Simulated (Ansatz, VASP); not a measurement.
Two plane-wave programs on PbO

```
Pb O
1.0
     3.68743    0.01887    0.00931
    -1.82737    3.14960   -0.02654
     0.01635   -0.04435    6.37000
Pb O
2 2
Direct
  0.31054 0.60466 0.24628
  0.65095 0.34022 0.76373
  0.98790 0.02279 0.01644
  0.05061 0.03232 0.47355
```

Change from the starting cell: all atoms moved at random (sigma 0.1 Å), cell strained at random (1 %).

Alike in both runs: task single point; functional PBE; k mesh 10 × 10 × 6; occupations gaussian, width 0.05 eV; no spin polarisation.

|  | VASP | Ansatz |
| --- | --- | --- |
| version | VASP 6.6.1 | Ansatz 0.2.0 |
| potentials or method | VASP PAW PBE potentials, release 64 (Pb_d, O), cutoff 520 eV | scalar-relativistic, plane waves, PAW |
| valence electrons in the cell | 40 | 40 |

Ansatz gave:

- gap on the k mesh at the Fermi level (eV): 0.19
- least direct gap on the mesh (eV): 0.19
- pressure (GPa): 0.1
- traceless stress, the component that is largest in VASP (GPa): 0.45
- rms of the force components (eV/Å): 0.557

Estimate VASP's values.

gap on the k mesh at the Fermi level (eV): 0.19; least direct gap on the mesh (eV): 0.19; pressure (GPa): 0.0; traceless stress, the component that is largest in VASP (GPa): 0.46; rms of the force components (eV/Å): 0.563.

Atom by atom the forces differ by 0.010 eV/Å (rms over components). The functional is the same, so the differences come from potentials, cutoffs and numerics.

Neither program's run includes spin-orbit coupling.
